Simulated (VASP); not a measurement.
# MnHg (Pm-3m) in VASP: electric field gradients with r2SCAN

Aim: the electric field gradients of MnHg with r2SCAN.

Program: VASP 6.6.1. These are calculated values, not measurements. Logs are shortened: lines on timing, memory, paths and dates and some standing lists are left out, and cuts for length are marked.

**1. The cell of the first run**

It takes space group Pm-3m (No. 221, cubic). The conventional cell has a = 3.315 Å, b = 3.315 Å, c = 3.315 Å, α = 90.00°, β = 90.00°, γ = 90.00°. Mn (site symmetry m-3m) has 8 Hg at 2.87 Å and 6 Mn at 3.31 to 3.32 Å within 3.8 Å. Hg (site symmetry m-3m) has 8 Mn at 2.87 Å and 6 Hg at 3.31 Å within 3.8 Å.

**2. Electric field gradients, r2SCAN, collinear spin, ferromagnetic start**

File POSCAR:

```
MnHg
1.0
    3.3150000000      0.0000000000      0.0000000000
    0.0000000000      3.3150000000      0.0000000000
    0.0000000000      0.0000000000      3.3150000000
Mn Hg
1 1
Direct
    0.5000000000      0.5000000000      0.5000000000
    0.0000000000      0.0000000000      0.0000000000
```

File INCAR.step1:

```
SYSTEM = MnHg
ALGO     = Normal         ! electronic algorithm
EDIFF    = 1E-4           ! SCF threshold, eV
ENCUT    = 520            ! plane-wave cutoff, eV
GGA      = PE             ! functional
ISMEAR   = -1             ! smearing method
ISPIN    = 2              ! spin polarisation
LASPH    = .True.         ! aspherical terms in the spheres
LCHARG   = .False.        ! write CHGCAR
LMAXMIX  = 4              ! l up to which the mixer works
LREAL    = .False.        ! projectors in reciprocal space
LWAVE    = .True.         ! write WAVECAR
MAGMOM   = 4 0            ! initial moments
NBANDS   = 24             ! bands
NELM     = 150            ! most SCF steps
PREC     = Accurate       ! precision mode
SIGMA    = 0.05           ! smearing width, eV
```

File INCAR.step2:

```
SYSTEM = MnHg
ALGO     = Normal         ! electronic algorithm
EDIFF    = 1E-8           ! SCF threshold, eV
ENCUT    = 520            ! plane-wave cutoff, eV
ISIF     = 2              ! what is computed and relaxed
ISMEAR   = -1             ! smearing method
ISPIN    = 2              ! spin polarisation
ISTART   = 1            
LASPH    = .True.         ! aspherical terms in the spheres
LCHARG   = .False.        ! write CHGCAR
LEFG     = .True.       
LMAXMIX  = 4              ! l up to which the mixer works
LMIXTAU  = .True.       
LORBIT   = 11             ! projections on sites
LREAL    = .False.        ! projectors in reciprocal space
LWAVE    = .False.        ! write WAVECAR
MAGMOM   = 4 0            ! initial moments
METAGGA  = R2SCAN         ! meta-GGA
NBANDS   = 24             ! bands
NELM     = 150            ! most SCF steps
PREC     = Accurate       ! precision mode
SIGMA    = 0.05           ! smearing width, eV
```

File KPOINTS:

```
k-points
0
Gamma
  10 10 10
  0 0 0
```

Potentials or basis: VASP PAW PBE potentials, release 64 (Mn_pv, Hg).

Run with:

```console
$ cat potpaw_PBE.64/Mn_pv/POTCAR potpaw_PBE.64/Hg/POTCAR > POTCAR
$ cp INCAR.step1 INCAR
$ mpirun -np 1 vasp_std > vasp.out
$ cp INCAR.step2 INCAR
$ mpirun -np 1 vasp_std > vasp.out
```

OUTCAR:

```text
SYSTEM = MnHg
   EDIFF = 1E-8
   ENCUT = 520
   ISIF = 2
   ISMEAR = -1
   ISPIN = 2
   ISTART = 1
   LASPH = .True.
   LORBIT = 11
   LREAL = .False.
   METAGGA = R2SCAN
   NELM = 150
   PREC = Accurate

 ion  position               nearest neighbor table
   1  0.500  0.500  0.500-   2 2.87   2 2.87   2 2.87   2 2.87   2 2.87   2 2.87   2 2.87   2 2.87

   2  0.000  0.000  0.000-   1 2.87   1 2.87   1 2.87   1 2.87   1 2.87   1 2.87   1 2.87   1 2.87

  LATTYP: Found a simple cubic cell.
 ALAT       =     3.3150000000

  Lattice vectors:

 A1 = (   3.3150000000,   0.0000000000,   0.0000000000)
 A2 = (   0.0000000000,   3.3150000000,   0.0000000000)
 A3 = (   0.0000000000,   0.0000000000,   3.3150000000)

Analysis of symmetry for initial positions (statically):
=====================================================================
 Subroutine PRICEL returns:
 Original cell was already a primitive cell.

 Routine SETGRP: Setting up the symmetry group for a
 simple cubic supercell.

 Subroutine GETGRP returns: Found 48 space group operations
 (whereof 48 operations were pure point group operations)
 out of a pool of 48 trial point group operations.

The static configuration has the point symmetry O_h .

Analysis of symmetry for dynamics (positions and initial velocities):
=====================================================================
 Subroutine PRICEL returns:
 Original cell was already a primitive cell.

 Routine SETGRP: Setting up the symmetry group for a
 simple cubic supercell.

 Subroutine GETGRP returns: Found 48 space group operations
 (whereof 48 operations were pure point group operations)
 out of a pool of 48 trial point group operations.

The dynamic configuration has the point symmetry O_h .

Analysis of structural, dynamic, and magnetic symmetry:
=====================================================================
 Subroutine PRICEL returns:
 Original cell was already a primitive cell.

 Routine SETGRP: Setting up the symmetry group for a
 simple cubic supercell.

 Subroutine GETGRP returns: Found 48 space group operations
 (whereof 48 operations were pure point group operations)
 out of a pool of 48 trial point group operations.

The overall configuration has the point symmetry O_h .

 Subroutine INISYM returns: Found 48 space group operations
 (whereof 48 operations are pure point group operations),
 and found     1 'primitive' translations

----------------------------------------------------------------------------------------

                                     Primitive cell

  volume of cell :      36.4293

  direct lattice vectors                    reciprocal lattice vectors
     3.315000000  0.000000000  0.000000000     0.301659125  0.000000000  0.000000000
     0.000000000  3.315000000  0.000000000     0.000000000  0.301659125  0.000000000
     0.000000000  0.000000000  3.315000000     0.000000000  0.000000000  0.301659125

  length of vectors
     3.315000000  3.315000000  3.315000000     0.301659125  0.301659125  0.301659125

  position of ions in fractional coordinates (direct lattice)
     0.500000000  0.500000000  0.500000000
     0.000000000  0.000000000  0.000000000

  ion indices of the primitive-cell ions
   primitive index   ion index
                 1           1
                 2           2

----------------------------------------------------------------------------------------

 KPOINTS: k-points

Automatic generation of k-mesh.
 Grid dimensions read from file:
 generate k-points for:   10   10   10

 Generating k-lattice:
[... 53 lines left out ...]
   PREC   = accura    normal or accurate (medium, high low for compatibility)
   ISTART =      1    job   : 0-new  1-cont  2-samecut
   ICHARG =      0    charge: 1-file 2-atom 10-const
   ISPIN  =      2    spin polarized calculation?
   LNONCOLLINEAR =      F non collinear calculations
   LSORBIT =      F    spin-orbit coupling
   LASPH  =      T    aspherical Exc in radial PAW
   ENCUT  =  520.0 eV  38.22 Ry    6.18 a.u.   6.16  6.16  6.16*2*pi/ulx,y,z
   NELM   =    150;   NELMIN=  2; NELMDL=  0     # of ELM steps
   EDIFF  = 0.1E-07   stopping-criterion for ELM
   LREAL  =      F    real-space projection
   EDIFFG = 0.1E-06   stopping-criterion for IOM
   NSW    =      0    number of steps for IOM
   IBRION =     -1    ionic relax: 0-MD 1-quasi-New 2-CG
   NFREE  =      0    steps in history (QN), initial steepest desc. (CG)
   ISIF   =      2    stress and relaxation
   ISYM   =      2    0-nonsym 1-usesym 2-fastsym
   POTIM  = 0.5000    time-step for ionic-motion
   TEBEG  =    0.0;   TEEND  =   0.0 temperature during run
   PSTRESS=    0.0 pullay stress
   NELECT =      25.0000    total number of electrons
   NUPDOWN=      -1.0000    fix difference up-down
   EMIN   =  10.00;   EMAX   =-10.00  energy-range for DOS
   EFERMI =   0.00;   METHOD = LEGACY
   ISMEAR =    -1;   SIGMA  =   0.05  broadening in eV -4-tet -1-fermi 0-gaus
   EFERMI_NEDOS =   21; number of points for ismear=-14 and -15
   IALGO  =     38    algorithm
   IMIX   =      4    mixing-type and parameters
     AMIX     =   0.40;   BMIX     =  1.00
     AMIX_MAG =   1.60;   BMIX_MAG =  1.00
  volume/ion in A,a.u.               =      18.21       122.92
  Fermi-wavevector in a.u.,A,eV,Ry     =   1.444014  2.728790 28.370534  2.085175
  Thomas-Fermi vector in A             =   2.562356
   LORBIT       =     11    0 simple, 1 ext, 2 COOP (PROOUT), +10 PAW based schemes
   METAGGA = R2SCAN    functional components
   LHFCALC =     F    Hartree Fock is set to
   AEXX    =    0.0000 exact exchange contribution
   IVDW    =     0    specifies the selected vdW correction
   LEPSILON=     F    determine dielectric tensor
   LRPA    =     F    only Hartree local field effects (RPA)
 spin polarized calculation
  energy-cutoff  :      520.00
  volume of cell :       36.43
 maximum number of plane-waves:       996
 NGX is ok and might be reduce to    28
   NGX = 13   NGY = 13   NGZ = 13

 number of electron      25.0000011 magnetization       4.2003106

 Free energy of the ion-electron system (eV)
  ---------------------------------------------------
  ext. energy  EPLUGINS =         0.00000000
  ---------------------------------------------------
  free energy    TOTEN  =       -64.04174276 eV

  energy without entropy =      -64.03615014  energy(sigma->0) =      -64.03894645

 E-fermi :   5.8041     XC(G=0): -12.6369

 val. band max:        5.7956805439   @ k =   0.3000   0.2000   0.0000
 cond. band min:       5.8153186068   @ k =   0.2000   0.0000   0.0000
 fundamental gap:      0.0196380629
 Fermi energy:         5.8041246217

 spin component 1

 k-point     1 :       0.0000    0.0000    0.0000
  band No.  band energies     occupation
      1     -47.3871      1.00000
      2     -47.3871      1.00000
      3     -47.3871      1.00000
      4      -4.5742      1.00000
      5      -3.1571      1.00000
      6      -3.1571      1.00000
[... 637 lines left out ...]
     23      22.7826      0.00000
     24      23.5565      0.00000

 [... further k-points ...]

 spin component 2

 k-point     1 :       0.0000    0.0000    0.0000
  band No.  band energies     occupation
      1     -41.6609      1.00000
      2     -41.6609      1.00000
      3     -41.6609      1.00000
      4      -4.5386      1.00000
      5      -3.1233      1.00000
      6      -3.1233      1.00000
[... 637 lines left out ...]
     23      23.3614      0.00000
     24      24.6322      0.00000

 [... further k-points ...]
[... 5 lines left out ...]
  --------------------------------------------------------------------------------------
  -------------------------------------------------------------------------------------
  Total        0.4157924      0.4157924      0.4157924      0.0000000     -0.0000000      0.0000000
  in kB       18.2867481     18.2867481     18.2867481      0.0000000     -0.0000000      0.0000000
  external PRESSURE =      18.2867481 kB  Pullay stress =       0.0000000 kB

 VOLUME and BASIS-vectors are now :
 -----------------------------------------------------------------------------
  energy-cutoff  :      520.00
  volume of cell :       36.43
      direct lattice vectors                 reciprocal lattice vectors
     3.315000000  0.000000000  0.000000000     0.301659125  0.000000000  0.000000000
     0.000000000  3.315000000  0.000000000     0.000000000  0.301659125  0.000000000
     0.000000000  0.000000000  3.315000000     0.000000000  0.000000000  0.301659125

 POSITION                                       TOTAL-FORCE (eV/Angst)
 -----------------------------------------------------------------------------------
      1.65750      1.65750      1.65750         0.000000      0.000000      0.000000
      0.00000      0.00000      0.00000         0.000000      0.000000      0.000000
 -----------------------------------------------------------------------------------
    total drift:                                0.000000      0.000000      0.000000

  FREE ENERGIE OF THE ION-ELECTRON SYSTEM (eV)
  ---------------------------------------------------
  free  energy   TOTEN  =       -64.0417427633 eV

  energy  without entropy=      -64.0361501449  energy(sigma->0) =      -64.03894645

 Electric field gradients (V/A^2)
---------------------------------------------------------------------
 ion       V_xx      V_yy      V_zz      V_xy      V_xz      V_yz
---------------------------------------------------------------------
   1       0.000     0.000    -0.000    -0.000     0.000    -0.000
   2       0.000    -0.000     0.000    -0.000     0.000    -0.000
---------------------------------------------------------------------

 Electric field gradients after diagonalization (V/A^2)
 (convention: |V_zz| > |V_xx| > |V_yy|)
----------------------------------------------------------------------
 ion       V_xx      V_yy      V_zz     asymmetry (V_yy - V_xx)/ V_zz
----------------------------------------------------------------------
   1       0.000     0.000    -0.000       0.412
   2       0.000    -0.000     0.000      -0.633
----------------------------------------------------------------------

           NMR quadrupolar parameters

 Cq : quadrupolar parameter    Cq=e*Q*V_zz/h
 eta: asymmetry parameters     (V_yy - V_xx)/ V_zz
 Q  : nuclear electric quadrupole moment in mb (millibarn)
----------------------------------------------------------------------
 ion       Cq(MHz)       eta       Q (mb)
----------------------------------------------------------------------
   1      -0.000       0.412       1.000
   2       0.000      -0.633       1.000
----------------------------------------------------------------------

 total charge

# of ion       s       p       d       tot
------------------------------------------
    1        0.271   6.180   4.922  11.374
    2        0.844   0.548   9.237  10.629
--------------------------------------------------
tot          1.116   6.728  14.159  22.003

 magnetization (x)

# of ion       s       p       d       tot
------------------------------------------
    1        0.035   0.022   4.081   4.138
    2       -0.032  -0.082   0.056  -0.058
--------------------------------------------------
tot          0.003  -0.060   4.138   4.081
```

Run time: 8.3 min. Hardware: 1 thread of Intel Xeon Platinum 8259CL at 2.50GHz (Skylake/Cascade Lake), shared host; peak memory 0.24 GiB.

Results:

| Item | Value |
| --- | --- |
| Free energy | -64.0417 eV |
| Pressure | 1.8 GPa |
| Net moment | 4.20 μB per cell |
| Site moments | Mn +4.14; Hg -0.06 μB |
| Largest electric field gradient by atom | zero within the noise of the run |
| Valence electrons inside the program's atomic spheres | Mn 11.37; Hg 10.63 |

Caveat: the PAW data sets were made with another functional, which shifts forces and pressure a little; spin-orbit coupling is left out, which moves the levels of the heavy elements.
